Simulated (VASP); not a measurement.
# Zn4CdRh2 (Fd-3m) in VASP: single point with LDA

Aim: the single point of Zn4CdRh2 with LDA.

Program: VASP 6.6.1. These are calculated values, not measurements. Logs are shortened: lines on timing, memory, paths and dates and some standing lists are left out, and cuts for length are marked.

### 1 The cell of the first run

The structure is cubic, space group Fd-3m (No. 227). The conventional cell has a = 9.621 Å, b = 9.621 Å, c = 9.621 Å, α = 90.00°, β = 90.00°, γ = 90.00°. Within 3.1 Å of Cd (site symmetry -43m) lie 4 Zn at 2.35 Å. Within 3.0 Å of Rh (site symmetry -3m) lie 6 Zn at 2.26 Å. Within 3.0 Å of Zn (site symmetry 3m) lie 3 Rh at 2.26 Å and 1 Cd at 2.35 Å and 3 Zn at 2.96 Å.

### 2 Single point, LDA

File INCAR:

```
PREC     = Accurate       # precision mode
ENCUT    = 500            # plane-wave cutoff, eV
EDIFF    = 1E-6           # SCF threshold, eV
ISMEAR   = 1              # smearing method
SIGMA    = 0.0253         # smearing width, eV
LREAL    = F              # projectors in reciprocal space
LASPH    = T              # aspherical terms in the spheres
NELM     = 120            # most SCF steps
ALGO     = Normal         # electronic algorithm
ISIF     = 2              # what is computed and relaxed
LWAVE    = F              # write WAVECAR
LCHARG   = T              # write CHGCAR
LELF     = T              # ELF
LVHAR    = T            
NBANDS   = 103            # bands
GGA_COMPAT= F
```

File KPOINTS:

```
regular mesh
0
Gamma
  5 5 5
```

File POSCAR:

```
Zn4CdRh2
1.0
    0.0000000000      4.8102750000      4.8102750000
    4.8102750000      0.0000000000      4.8102750000
    4.8102750000      4.8102750000      0.0000000000
Cd Rh Zn
2 4 8
Direct
    0.0000000000      0.0000000000      0.0000000000
    0.2500000000      0.2500000000      0.2500000000
    0.6250000000      0.6250000000      0.6250000000
    0.1250000000      0.6250000000      0.6250000000
    0.6250000000      0.6250000000      0.1250000000
    0.6250000000      0.1250000000      0.6250000000
    0.3912000000      0.3912000000      0.3912000000
    0.4236000000      0.8588000000      0.8588000000
    0.3912000000      0.3912000000      0.8264000000
    0.8588000000      0.4236000000      0.8588000000
    0.8264000000      0.3912000000      0.3912000000
    0.8588000000      0.8588000000      0.8588000000
    0.3912000000      0.8264000000      0.3912000000
    0.8588000000      0.8588000000      0.4236000000
```

Potentials or basis: VASP PAW LDA potentials, release 64 (Cd, Rh_pv, Zn).

The run is started by

```console
$ cat potpaw_LDA.64/Cd/POTCAR potpaw_LDA.64/Rh_pv/POTCAR potpaw_LDA.64/Zn/POTCAR > POTCAR
$ mpirun -np 1 vasp_std > vasp.out
```

OUTCAR:

```text
PREC = Accurate
   ENCUT = 500
   EDIFF = 1E-6
   ISMEAR = 1
   LREAL = F
   LASPH = T
   NELM = 120
   ISIF = 2

 ion  position               nearest neighbor table
   1  0.000  0.000  0.000-  12 2.35  10 2.35   8 2.35  14 2.35
   2  0.250  0.250  0.250-   7 2.35   9 2.35  11 2.35  13 2.35
   3  0.625  0.625  0.625-   8 2.26  10 2.26  11 2.26  13 2.26   9 2.26  14 2.26
   4  0.125  0.625  0.625-   9 2.26  14 2.26  13 2.26  10 2.26   7 2.26  12 2.26
   5  0.625  0.625  0.125-   8 2.26  10 2.26  11 2.26  13 2.26  12 2.26   7 2.26
   6  0.625  0.125  0.625-   9 2.26  14 2.26  11 2.26   8 2.26  12 2.26   7 2.26
   7  0.391  0.391  0.391-   4 2.26   5 2.26   6 2.26   2 2.35   9 2.96  11 2.96  13 2.96
   8  0.424  0.859  0.859-   5 2.26   6 2.26   3 2.26   1 2.35  10 2.96  12 2.96  14 2.96
   9  0.391  0.391  0.826-   4 2.26   6 2.26   3 2.26   2 2.35   7 2.96  11 2.96  13 2.96
  10  0.859  0.424  0.859-   5 2.26   4 2.26   3 2.26   1 2.35   8 2.96  12 2.96  14 2.96
  11  0.826  0.391  0.391-   5 2.26   6 2.26   3 2.26   2 2.35   7 2.96   9 2.96  13 2.96
  12  0.859  0.859  0.859-   4 2.26   5 2.26   6 2.26   1 2.35   8 2.96  10 2.96  14 2.96
  13  0.391  0.826  0.391-   5 2.26   4 2.26   3 2.26   2 2.35   7 2.96   9 2.96  11 2.96
  14  0.859  0.859  0.424-   4 2.26   6 2.26   3 2.26   1 2.35   8 2.96  10 2.96  12 2.96

  LATTYP: Found a face centered cubic cell.
 ALAT       =     9.6205500000

  Lattice vectors:

 A1 = (   0.0000000000,   4.8102750000,   4.8102750000)
 A2 = (   4.8102750000,   0.0000000000,   4.8102750000)
 A3 = (   4.8102750000,   4.8102750000,   0.0000000000)

Analysis of symmetry for initial positions (statically):
=====================================================================
 Subroutine PRICEL returns:
 Original cell was already a primitive cell.

 Routine SETGRP: Setting up the symmetry group for a
 face centered cubic supercell.

 Subroutine GETGRP returns: Found 48 space group operations
 (whereof 24 operations were pure point group operations)
 out of a pool of 48 trial point group operations.

The static configuration has the point symmetry T_d .
 The point group associated with its full space group is O_h .

Analysis of symmetry for dynamics (positions and initial velocities):
=====================================================================
 Subroutine PRICEL returns:
 Original cell was already a primitive cell.

 Routine SETGRP: Setting up the symmetry group for a
 face centered cubic supercell.

 Subroutine GETGRP returns: Found 48 space group operations
 (whereof 24 operations were pure point group operations)
 out of a pool of 48 trial point group operations.

The dynamic configuration has the point symmetry T_d .
 The point group associated with its full space group is O_h .

 Subroutine INISYM returns: Found 48 space group operations
 (whereof 24 operations are pure point group operations),
 and found     1 'primitive' translations

----------------------------------------------------------------------------------------

                                     Primitive cell

  volume of cell :     222.6075

  direct lattice vectors                    reciprocal lattice vectors
     0.000000000  4.810275000  4.810275000    -0.103944161  0.103944161  0.103944161
     4.810275000  0.000000000  4.810275000     0.103944161 -0.103944161  0.103944161
     4.810275000  4.810275000  0.000000000     0.103944161  0.103944161 -0.103944161

  length of vectors
     6.802756144  6.802756144  6.802756144     0.180036568  0.180036568  0.180036568

  position of ions in fractional coordinates (direct lattice)
     0.000000000  0.000000000  0.000000000
     0.250000000  0.250000000  0.250000000
     0.625000000  0.625000000  0.625000000
     0.125000000  0.625000000  0.625000000
     0.625000000  0.625000000  0.125000000
     0.625000000  0.125000000  0.625000000
     0.391200000  0.391200000  0.391200000
     0.423600000  0.858800000  0.858800000
     0.391200000  0.391200000  0.826400000
     0.858800000  0.423600000  0.858800000
     0.826400000  0.391200000  0.391200000
     0.858800000  0.858800000  0.858800000
     0.391200000  0.826400000  0.391200000
     0.858800000  0.858800000  0.423600000

  ion indices of the primitive-cell ions
   primitive index   ion index
                 1           1
                 2           2
[... 26 lines left out ...]
     0.020788832  0.020788832 -0.020788832     0.000000000  0.000000000  0.200000000

  Length of vectors
     0.036007314  0.036007314  0.036007314

  Shift w.r.t. Gamma in fractional coordinates (k-lattice)
     0.000000000  0.000000000  0.000000000

 Subroutine IBZKPT returns following result:
 ===========================================

 Found     10 irreducible k-points:

 Following reciprocal coordinates:
            Coordinates               Weight
  0.000000  0.000000  0.000000      1.000000
  0.200000  0.000000  0.000000      8.000000
  0.400000  0.000000  0.000000      8.000000
  0.200000  0.200000  0.000000      6.000000
  0.400000  0.200000  0.000000     24.000000
 -0.400000  0.200000  0.000000     24.000000
 -0.200000  0.200000  0.000000     12.000000
  0.400000  0.400000  0.000000      6.000000
 -0.400000  0.400000  0.000000     12.000000
 -0.400000  0.400000  0.200000     24.000000
   k-points           NKPTS =     10   k-points in BZ     NKDIM =     10   number of bands    NBANDS=    103
   number of dos      NEDOS =    301   number of ions     NIONS =     14
   total plane-waves  NPLWV = 125000
   dimension x,y,z NGX =    50 NGY =   50 NGZ =   50
   dimension x,y,z NGXF=   100 NGYF=  100 NGZF=  100
   ions per type =               2   4   8
   NGX,Y,Z   is equivalent  to a cutoff of  12.22, 12.22, 12.22 a.u.
   NGXF,Y,Z  is equivalent  to a cutoff of  24.44, 24.44, 24.44 a.u.
 SYSTEM =  unknown system
   PREC   = accura    normal or accurate (medium, high low for compatibility)
   ISTART =      0    job   : 0-new  1-cont  2-samecut
   ICHARG =      2    charge: 1-file 2-atom 10-const
   ISPIN  =      1    spin polarized calculation?
   LNONCOLLINEAR =      F non collinear calculations
   LSORBIT =      F    spin-orbit coupling
   LASPH  =      T    aspherical Exc in radial PAW
   ENCUT  =  500.0 eV  36.75 Ry    6.06 a.u.  12.40 12.40 12.40*2*pi/ulx,y,z
   NELM   =    120;   NELMIN=  2; NELMDL= -5     # of ELM steps
   EDIFF  = 0.1E-05   stopping-criterion for ELM
   LREAL  =      F    real-space projection
   EDIFFG = 0.1E-04   stopping-criterion for IOM
   NSW    =      0    number of steps for IOM
   IBRION =     -1    ionic relax: 0-MD 1-quasi-New 2-CG
   NFREE  =      0    steps in history (QN), initial steepest desc. (CG)
   ISIF   =      2    stress and relaxation
   ISYM   =      2    0-nonsym 1-usesym 2-fastsym
   POTIM  = 0.5000    time-step for ionic-motion
   TEBEG  =    0.0;   TEEND  =   0.0 temperature during run
   PSTRESS=    0.0 pullay stress
   NELECT =     180.0000    total number of electrons
   NUPDOWN=      -1.0000    fix difference up-down
   EMIN   =  10.00;   EMAX   =-10.00  energy-range for DOS
   EFERMI =   0.00;   METHOD = LEGACY
   ISMEAR =     1;   SIGMA  =   0.03  broadening in eV -4-tet -1-fermi 0-gaus
   EFERMI_NEDOS =   21; number of points for ismear=-14 and -15
   IALGO  =     38    algorithm
   IMIX   =      4    mixing-type and parameters
     AMIX     =   0.40;   BMIX     =  1.00
     AMIX_MAG =   1.60;   BMIX_MAG =  1.00
  volume/ion in A,a.u.               =      15.90       107.30
  Fermi-wavevector in a.u.,A,eV,Ry     =   1.525173  2.882159 31.649227  2.326153
  Thomas-Fermi vector in A             =   2.633379
   LORBIT       =      0    0 simple, 1 ext, 2 COOP (PROOUT), +10 PAW based schemes
   GGA     = CA    functional components
   LHFCALC =     F    Hartree Fock is set to
   AEXX    =    0.0000 exact exchange contribution
   IVDW    =     0    specifies the selected vdW correction
   LEPSILON=     F    determine dielectric tensor
   LRPA    =     F    only Hartree local field effects (RPA)
 non-spin polarized calculation
 Methfessel and Paxton  Order N= 1 SIGMA  =   0.03
  energy-cutoff  :      500.00
  volume of cell :      222.61
 maximum number of plane-waves:      5696
 NGX is ok and might be reduce to    50
   NGX = 25   NGY = 25   NGZ = 25

 number of electron     180.0000073 magnetization

 Free energy of the ion-electron system (eV)
  ---------------------------------------------------
  ext. energy  EPLUGINS =         0.00000000
  ---------------------------------------------------
  free energy    TOTEN  =       -42.97985576 eV

  energy without entropy =      -42.97971222  energy(sigma->0) =      -42.97980792

 E-fermi :   4.2977     XC(G=0): -12.0460

 val. band max:        4.1888582678   @ k =   0.2000   0.2000   0.0000
 cond. band min:       4.3127346942   @ k =  -0.4000   0.4000   0.0000
 fundamental gap:      0.1238764264
 Fermi energy:         4.2977418927

 k-point     1 :       0.0000    0.0000    0.0000
  band No.  band energies     occupation
      1     -41.5268      2.00000
      2     -41.4785      2.00000
      3     -41.4785      2.00000
      4     -41.4785      2.00000
      5     -41.3173      2.00000
      6     -41.3173      2.00000
[... 1039 lines left out ...]
    101       8.5914      0.00000
    102       9.0419      0.00000
 [bands above 102 left out]

------------------------ aborting loop because EDIFF is reached ----------------------------------------

  FORCE on cell =-STRESS in cart. coord.  units (eV):
  Direction    XX          YY          ZZ          XY          YZ          ZX
  --------------------------------------------------------------------------------------
  -------------------------------------------------------------------------------------
  Total       42.4862442     42.4862442     42.4862442      0.0000000      0.0000000      0.0000000
  in kB      305.7871358    305.7871358    305.7871358      0.0000000      0.0000000      0.0000000
  external PRESSURE =     305.7871358 kB  Pullay stress =       0.0000000 kB

 VOLUME and BASIS-vectors are now :
 -----------------------------------------------------------------------------
  energy-cutoff  :      500.00
  volume of cell :      222.61
      direct lattice vectors                 reciprocal lattice vectors
     0.000000000  4.810275000  4.810275000    -0.103944161  0.103944161  0.103944161
     4.810275000  0.000000000  4.810275000     0.103944161 -0.103944161  0.103944161
     4.810275000  4.810275000  0.000000000     0.103944161  0.103944161 -0.103944161

 POSITION                                       TOTAL-FORCE (eV/Angst)
 -----------------------------------------------------------------------------------
      0.00000      0.00000      0.00000         0.000000      0.000000      0.000000
      2.40514      2.40514      2.40514         0.000000      0.000000      0.000000
      6.01284      6.01284      6.01284         0.000000      0.000000      0.000000
      6.01284      3.60771      3.60771         0.000000      0.000000      0.000000
      3.60771      3.60771      6.01284         0.000000      0.000000      0.000000
      3.60771      6.01284      3.60771         0.000000      0.000000      0.000000
      3.76356      3.76356      3.76356        -0.880427     -0.880427     -0.880427
      8.26213      6.16870      6.16870         0.880427     -0.880427     -0.880427
      5.85699      5.85699      3.76356         0.880427      0.880427     -0.880427
      6.16870      8.26213      6.16870        -0.880427      0.880427     -0.880427
      3.76356      5.85699      5.85699        -0.880427      0.880427      0.880427
      8.26213      8.26213      8.26213         0.880427      0.880427      0.880427
      5.85699      3.76356      5.85699         0.880427     -0.880427      0.880427
      6.16870      6.16870      8.26213        -0.880427     -0.880427      0.880427
 -----------------------------------------------------------------------------------
    total drift:                               -0.000000     -0.000000      0.000000

  FREE ENERGIE OF THE ION-ELECTRON SYSTEM (eV)
  ---------------------------------------------------
  free  energy   TOTEN  =       -42.9798557634 eV

  energy  without entropy=      -42.9797122223  energy(sigma->0) =      -42.97980792
```

It took 11 min on 1 thread of Intel Xeon 8259CL, shared host; peak memory 0.35 GiB.

Results:

- Free energy: -42.9799 eV
- Pressure: 30.6 GPa
- Largest force: 1.525 eV/Å
- Band gap on the k mesh: zero (bands 90 and 91 overlap by 1.21 eV)

Forces in eV/Å, atoms in the order of the input:
```
Cd   0.000  0.000  0.000
Cd   0.000  0.000  0.000
Rh   0.000  0.000  0.000
Rh   0.000  0.000  0.000
Rh   0.000  0.000  0.000
Rh   0.000  0.000  0.000
Zn  -0.880 -0.880 -0.880
Zn   0.880 -0.880 -0.880
Zn   0.880  0.880 -0.880
Zn  -0.880  0.880 -0.880
Zn  -0.880  0.880  0.880
Zn   0.880  0.880  0.880
Zn   0.880 -0.880  0.880
Zn  -0.880 -0.880  0.880
```

Caveat: the cell stands under pressure; forces of over 1 eV/Å act on the atoms, so gaps and moduli don't describe the material at rest.

The gap in the log of VASP goes by the Fermi energy; the results here count the filled bands.